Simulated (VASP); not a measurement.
Write the native input for VASP 6.6.1 that does the following.

```
Task                   : single point
Functional             : PBE
Potentials or basis    : VASP PAW PBE potentials, release 64 (Hf_pv, O)
Cutoff                 : 520 eV
k mesh                 : 6 × 6 × 4
Occupations            : gaussian, width 0.01 eV
Spin                   : no spin polarisation
Dipole correction      : no
Further INCAR settings : ALGO = Normal; EDIFF = 1e-06; NBANDS = 31
```

The structure of HfO2 lies in POSCAR:

```
HfO2
1.0
    3.5341392861      0.0000000000      0.0000000000
    0.0000000000      3.5341392861      0.0000000000
    0.0000000000      0.0000000000      5.1371496862
Hf O
2 4
Direct
    0.5000000000      0.5000000000      0.5000000000
    0.0000000000      0.0000000000      0.0000000000
    0.0000000000      0.5000000000      0.6972078800
    0.5000000000      0.0000000000      0.8027921200
    0.5000000000      0.0000000000      0.3027921200
    0.0000000000      0.5000000000      0.1972078800
```

One way to write it, as run:

INCAR

```
SYSTEM = HfO2
  PREC = Accurate
  ENCUT = 520
  EDIFF = 1E-6
  ISMEAR = 0
  SIGMA = 0.01
  LREAL = .False.
  LASPH = .True.
  NELM = 60
  ALGO = Normal
  ISIF = 2
  LWAVE = .False.
  LCHARG = .False.
  GGA = PE
  NBANDS = 31
```

KPOINTS

```
regular mesh
0
Gamma
  6 6 4
  0 0 0
```

Potentials or basis: VASP PAW PBE potentials, release 64 (Hf_pv, O).

The run is started by

```console
$ cat potpaw_PBE.64/Hf_pv/POTCAR potpaw_PBE.64/O/POTCAR > POTCAR
$ mpirun -np 1 vasp_std > vasp.out
```

Results of the run:

```json
{
  "Pressure": "12.3 GPa",
  "Largest force": "0.220 eV/Å",
  "Band gap on the k mesh": "4.83 eV, indirect (least direct gap 4.91 eV)"
}
```

Caveat: spin-orbit coupling is left out, which moves the levels of the heavy elements.

Wall time 23 s on 1 thread of Intel(R) Xeon(R) 6975P-C (Granite Rapids), with other jobs on the host, peak memory 0.2 GiB.
